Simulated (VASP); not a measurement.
Crystal: P3Pb.

```xyz
8
Lattice="6.0422 0.0000 0.0000 -3.0211 5.2327 0.0000 0.0000 0.0000 5.5804" Properties=species:S:1:pos:R:3 pbc="T T T"
P     3.0211    3.9380    1.3951
P    -1.8998    4.5853    4.1853
P     1.1213    0.6474    1.3951
P     0.0000    1.2948    4.1853
P     4.9209    0.6474    1.3951
P     1.8998    4.5853    4.1853
Pb    0.0000    3.4885    1.3951
Pb    3.0211    1.7442    4.1853
```

Base run:

```yaml
Program: VASP 6.6.1
Functional: revPBE
Potentials_or_basis: VASP PAW PBE potentials, release 64 (P, Pb_d)
Cutoff: 520 eV
k_mesh: 6 × 6 × 8
Occupations: gaussian, width 0.1 eV
Spin: no spin polarisation
```

Its results: band gap on the k mesh zero (bands 29 and 30 overlap by 1.50 eV); pressure 1.6 GPa; largest force 0.221 eV/Å.

Task: The run is repeated on the same cell with these changes: functional from revPBE to r2SCAN. What comes out?

Result: Band gap on the k mesh zero (bands 29 and 30 overlap by 1.54 eV); pressure -0.3 GPa; largest force 0.109 eV/Å.

Caveats: the PAW data sets were made with another functional, which shifts forces and pressure a little; spin-orbit coupling is left out, which moves the levels of the heavy elements.
